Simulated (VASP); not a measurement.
# GaSb (qe600) (F-43m) in VASP: a series of runs

GaSb (qe600) is run at these levels: LDA; tasks: single point.

All numbers are computed with VASP 6.6.1; they aren't measurements. Logs are shortened: lines on timing, memory, paths and dates and some standing lists are left out, and cuts for length are marked.

### Step 1. The cell of the first run

Symmetry: F-43m, No. 216, cubic system. The conventional cell has a = 6.137 Å, b = 6.137 Å, c = 6.137 Å, α = 90.00°, β = 90.00°, γ = 90.00°. Ga (site symmetry -43m) has 4 Sb at 2.66 Å within 3.5 Å. Within 3.5 Å of Sb (site symmetry -43m) lie 4 Ga at 2.66 Å.

### Step 2. Single point, LDA

File INCAR:

```
SYSTEM = GaSb
PREC     = Accurate       ! precision mode
ENCUT    = 520            ! plane-wave cutoff, eV
EDIFF    = 1E-6           ! SCF threshold, eV
ISMEAR   = 0              ! smearing method
SIGMA    = 0.1            ! smearing width, eV
LREAL    = .False.        ! projectors in reciprocal space
LASPH    = .True.         ! aspherical terms in the spheres
NELM     = 80             ! most SCF steps
ALGO     = Normal         ! electronic algorithm
ISIF     = 2              ! what is computed and relaxed
LWAVE    = .False.        ! write WAVECAR
LCHARG   = .False.        ! write CHGCAR
NBANDS   = 16             ! bands
```

File KPOINTS:

```
Automatic mesh
0
Gamma
  6 6 6
  0 0 0
```

File POSCAR:

```
GaSb
1.0
    0.0000000000      3.0686043200      3.0686043200
    3.0686043200      0.0000000000      3.0686043200
    3.0686043200      3.0686043200      0.0000000000
Ga Sb
1 1
Direct
    0.0000000000      0.0000000000      0.0000000000
    0.2500000000      0.2500000000      0.2500000000
```

Potentials or basis: VASP PAW LDA potentials, release 64 (Ga_d, Sb).

On the command line:

```
$ cat potpaw_LDA.64/Ga_d/POTCAR potpaw_LDA.64/Sb/POTCAR > POTCAR
$ mpirun -np 1 vasp_std > vasp.out
```

OUTCAR:

```text
SYSTEM = GaSb
   PREC = Accurate
   ENCUT = 520
   EDIFF = 1E-6
   ISMEAR = 0
   LREAL = .False.
   LASPH = .True.
   NELM = 80
   ISIF = 2

 ion  position               nearest neighbor table
   1  0.000  0.000  0.000-   2 2.66   2 2.66   2 2.66   2 2.66
   2  0.250  0.250  0.250-   1 2.66   1 2.66   1 2.66   1 2.66

  LATTYP: Found a face centered cubic cell.
 ALAT       =     6.1372086400

  Lattice vectors:

 A1 = (   0.0000000000,   3.0686043200,   3.0686043200)
 A2 = (   3.0686043200,   0.0000000000,   3.0686043200)
 A3 = (   3.0686043200,   3.0686043200,   0.0000000000)

Analysis of symmetry for initial positions (statically):
=====================================================================
 Subroutine PRICEL returns:
 Original cell was already a primitive cell.

 Routine SETGRP: Setting up the symmetry group for a
 face centered cubic supercell.

 Subroutine GETGRP returns: Found 24 space group operations
 (whereof 24 operations were pure point group operations)
 out of a pool of 48 trial point group operations.

The static configuration has the point symmetry T_d .

Analysis of symmetry for dynamics (positions and initial velocities):
=====================================================================
 Subroutine PRICEL returns:
 Original cell was already a primitive cell.

 Routine SETGRP: Setting up the symmetry group for a
 face centered cubic supercell.

 Subroutine GETGRP returns: Found 24 space group operations
 (whereof 24 operations were pure point group operations)
 out of a pool of 48 trial point group operations.

The dynamic configuration has the point symmetry T_d .

 Subroutine INISYM returns: Found 24 space group operations
 (whereof 24 operations are pure point group operations),
 and found     1 'primitive' translations

----------------------------------------------------------------------------------------

                                     Primitive cell

  volume of cell :      57.7900

  direct lattice vectors                    reciprocal lattice vectors
     0.000000000  3.068604320  3.068604320    -0.162940525  0.162940525  0.162940525
     3.068604320  0.000000000  3.068604320     0.162940525 -0.162940525  0.162940525
     3.068604320  3.068604320  0.000000000     0.162940525  0.162940525 -0.162940525

  length of vectors
     4.339661847  4.339661847  4.339661847     0.282221269  0.282221269  0.282221269

  position of ions in fractional coordinates (direct lattice)
     0.000000000  0.000000000  0.000000000
[... 68 lines left out ...]
   NELM   =     80;   NELMIN=  2; NELMDL= -5     # of ELM steps
   EDIFF  = 0.1E-05   stopping-criterion for ELM
   LREAL  =      F    real-space projection
   EDIFFG = 0.1E-04   stopping-criterion for IOM
   NSW    =      0    number of steps for IOM
   IBRION =     -1    ionic relax: 0-MD 1-quasi-New 2-CG
   NFREE  =      0    steps in history (QN), initial steepest desc. (CG)
   ISIF   =      2    stress and relaxation
   ISYM   =      2    0-nonsym 1-usesym 2-fastsym
   POTIM  = 0.5000    time-step for ionic-motion
   TEBEG  =    0.0;   TEEND  =   0.0 temperature during run
   PSTRESS=    0.0 pullay stress
   NELECT =      18.0000    total number of electrons
   NUPDOWN=      -1.0000    fix difference up-down
   EMIN   =  10.00;   EMAX   =-10.00  energy-range for DOS
   EFERMI =   0.00;   METHOD = LEGACY
   ISMEAR =     0;   SIGMA  =   0.10  broadening in eV -4-tet -1-fermi 0-gaus
   EFERMI_NEDOS =   21; number of points for ismear=-14 and -15
   IALGO  =     38    algorithm
   IMIX   =      4    mixing-type and parameters
     AMIX     =   0.40;   BMIX     =  1.00
     AMIX_MAG =   1.60;   BMIX_MAG =  1.00
  volume/ion in A,a.u.               =      28.89       194.99
  Fermi-wavevector in a.u.,A,eV,Ry     =   1.109723  2.097073 16.755387  1.231486
  Thomas-Fermi vector in A             =   2.246267
   LORBIT       =      0    0 simple, 1 ext, 2 COOP (PROOUT), +10 PAW based schemes
   GGA     = CA    functional components
   LHFCALC =     F    Hartree Fock is set to
   AEXX    =    0.0000 exact exchange contribution
   IVDW    =     0    specifies the selected vdW correction
   LEPSILON=     F    determine dielectric tensor
   LRPA    =     F    only Hartree local field effects (RPA)
 non-spin polarized calculation
 Gauss-broadening in eV      SIGMA  =   0.10
  energy-cutoff  :      520.00
  volume of cell :       57.79
 maximum number of plane-waves:      1588
   NGX = 17   NGY = 17   NGZ = 17

 number of electron      17.9999990 magnetization

 Free energy of the ion-electron system (eV)
  ---------------------------------------------------
  ext. energy  EPLUGINS =         0.00000000
  ---------------------------------------------------
  free energy    TOTEN  =        -8.62679484 eV

  energy without entropy =       -8.62607604  energy(sigma->0) =       -8.62643544

 E-fermi :   4.6208     XC(G=0):  -9.3542

 val. band max:        4.5903625560   @ k =   0.0000   0.0000   0.0000
 cond. band min:       4.8642297396   @ k =   0.5000   0.0000   0.0000
 fundamental gap:      0.2738671836
 Fermi energy:         4.6207945172

 k-point     1 :       0.0000    0.0000    0.0000
  band No.  band energies     occupation
      1     -10.5420      2.00000
      2     -10.5420      2.00000
      3     -10.5420      2.00000
      4     -10.4943      2.00000
      5     -10.4943      2.00000
      6      -6.8627      2.00000
[... 281 lines left out ...]
      3     -10.5198      2.00000
      4     -10.5018      2.00000
      5     -10.4927      2.00000
      6      -4.4206      2.00000
[... 8 lines left out ...]
     15      14.4043      0.00000
     16      15.7294      0.00000

------------------------ aborting loop because EDIFF is reached ----------------------------------------

  FORCE on cell =-STRESS in cart. coord.  units (eV):
  Direction    XX          YY          ZZ          XY          YZ          ZX
  --------------------------------------------------------------------------------------
  -------------------------------------------------------------------------------------
  Total       -0.6914777     -0.6914777     -0.6914777      0.0000000      0.0000000      0.0000000
  in kB      -19.1706156    -19.1706156    -19.1706156      0.0000000      0.0000000      0.0000000
  external PRESSURE =     -19.1706156 kB  Pullay stress =       0.0000000 kB

 VOLUME and BASIS-vectors are now :
 -----------------------------------------------------------------------------
  energy-cutoff  :      520.00
  volume of cell :       57.79
      direct lattice vectors                 reciprocal lattice vectors
     0.000000000  3.068604320  3.068604320    -0.162940525  0.162940525  0.162940525
     3.068604320  0.000000000  3.068604320     0.162940525 -0.162940525  0.162940525
     3.068604320  3.068604320  0.000000000     0.162940525  0.162940525 -0.162940525

 POSITION                                       TOTAL-FORCE (eV/Angst)
 -----------------------------------------------------------------------------------
      0.00000      0.00000      0.00000        -0.000000      0.000000      0.000000
      1.53430      1.53430      1.53430         0.000000     -0.000000     -0.000000
 -----------------------------------------------------------------------------------
    total drift:                                0.000000      0.000000      0.000000

  FREE ENERGIE OF THE ION-ELECTRON SYSTEM (eV)
  ---------------------------------------------------
  free  energy   TOTEN  =        -8.6267948432 eV

  energy  without entropy=       -8.6260760407  energy(sigma->0) =       -8.62643544
```

OSZICAR:

```text
N       E                     dE             d eps       ncg     rms          rms(c)
DAV:   1     0.808842922322E+02    0.80884E+02   -0.85562E+03   520   0.135E+03
DAV:   2    -0.253281766676E+01   -0.83417E+02   -0.80189E+02   656   0.295E+02
DAV:   3    -0.863224350198E+01   -0.60994E+01   -0.60885E+01   592   0.639E+01
DAV:   4    -0.874508026082E+01   -0.11284E+00   -0.11282E+00   680   0.983E+00
DAV:   5    -0.874797403895E+01   -0.28938E-02   -0.28937E-02   632   0.137E+00    0.325E+00
DAV:   6    -0.866169588664E+01    0.86278E-01   -0.71871E-02   776   0.411E+00    0.188E+00
DAV:   7    -0.862704727028E+01    0.34649E-01   -0.47620E-02   592   0.164E+00    0.297E-01
DAV:   8    -0.862670756575E+01    0.33970E-03   -0.45963E-03   664   0.773E-01    0.959E-02
DAV:   9    -0.862679940166E+01   -0.91836E-04   -0.33851E-04   656   0.158E-01    0.374E-02
DAV:  10    -0.862679259427E+01    0.68074E-05   -0.16781E-05   640   0.332E-02    0.132E-02
DAV:  11    -0.862679486808E+01   -0.22738E-05   -0.44406E-06   576   0.197E-02    0.541E-03
DAV:  12    -0.862679484317E+01    0.24911E-07   -0.22516E-07   400   0.370E-03
   1 F= -.86267948E+01 E0= -.86264354E+01  d E =-.718802E-03
```

stdout:

```text
POSCAR found type information on POSCAR GaSb
 POSCAR found :  2 types and       2 ions
 scaLAPACK will be used
 LDA part: xc-table for (Slater(with rela. corr.)+CA(PZ))
 , standard interpolation
 POSCAR, INCAR and KPOINTS ok, starting setup
 FFT: planning ... GRIDC
 FFT: planning ... GRID_SOFT
 FFT: planning ... GRID
 WAVECAR not read
 entering main loop
```

It took 8.1 s on 1 thread of Intel Xeon 6975P-C, shared host; peak memory 0.16 GiB.

What came out:

| Property | Result |
| --- | --- |
| Free energy | -8.6268 eV |
| Pressure | -1.9 GPa |
| Band gap on the k mesh | zero (filled and empty bands touch) |

Caveat: spin-orbit coupling is left out, which moves the levels of the heavy elements.

### Step 3. Single point, LDA

This run uses another cell than the first one, of 27.64 Å³/atom, 0.956 times its volume.

File INCAR:

```
SYSTEM = GaSb
PREC     = Accurate       ! precision mode
ENCUT    = 520            ! plane-wave cutoff, eV
EDIFF    = 1E-7           ! SCF threshold, eV
ISMEAR   = 0              ! smearing method
SIGMA    = 0.01           ! smearing width, eV
LREAL    = .FALSE.        ! projectors in reciprocal space
LASPH    = .TRUE.         ! aspherical terms in the spheres
NELM     = 80             ! most SCF steps
ALGO     = Normal         ! electronic algorithm
ISIF     = 2              ! what is computed and relaxed
LWAVE    = .FALSE.        ! write WAVECAR
LCHARG   = .FALSE.        ! write CHGCAR
GGA      = CA             ! functional
NBANDS   = 16             ! bands
```

File KPOINTS:

```
regular mesh
0
G
  8 8 8
  0 0 0
```

File POSCAR:

```
GaSb
1.0
    0.0000000000      3.0234255705      3.0234255705
    3.0234255705      0.0000000000      3.0234255705
    3.0234255705      3.0234255705      0.0000000000
Ga Sb
1 1
Direct
    0.0000000000      0.0000000000      0.0000000000
    0.2500000000      0.2500000000      0.2500000000
```

Potentials or basis: VASP PAW LDA potentials, release 64 (Ga_d, Sb).

On the command line:

```
$ cat potpaw_LDA.64/Ga_d/POTCAR potpaw_LDA.64/Sb/POTCAR > POTCAR
$ mpirun -np 1 vasp_std > vasp.out
```

Wall time 13 s (1 thread of Intel Xeon 6975P-C, shared host); peak memory 0.17 GiB.

The run converged. Its results:

| Property | Result |
| --- | --- |
| Free energy | -8.6664 eV |
| Pressure | 0.2 GPa |
| Band gap on the k mesh | 0.13 eV, direct |

Levels at points of the mesh, in eV from the valence-band top:
```tsv
k point	band 7	band 8	band 9	band 10	band 11	band 12
(0.00, 0.00, 0.00)	0.00	0.00	0.00	0.13	2.74	2.74
(0.50, 0.00, 0.00)	-6.58	-1.21	-1.21	0.37	3.71	3.71
(0.50, 0.50, 0.00)	-7.02	-2.70	-2.70	0.79	1.10	8.80
```

Caveat: spin-orbit coupling is left out, which moves the levels of the heavy elements.
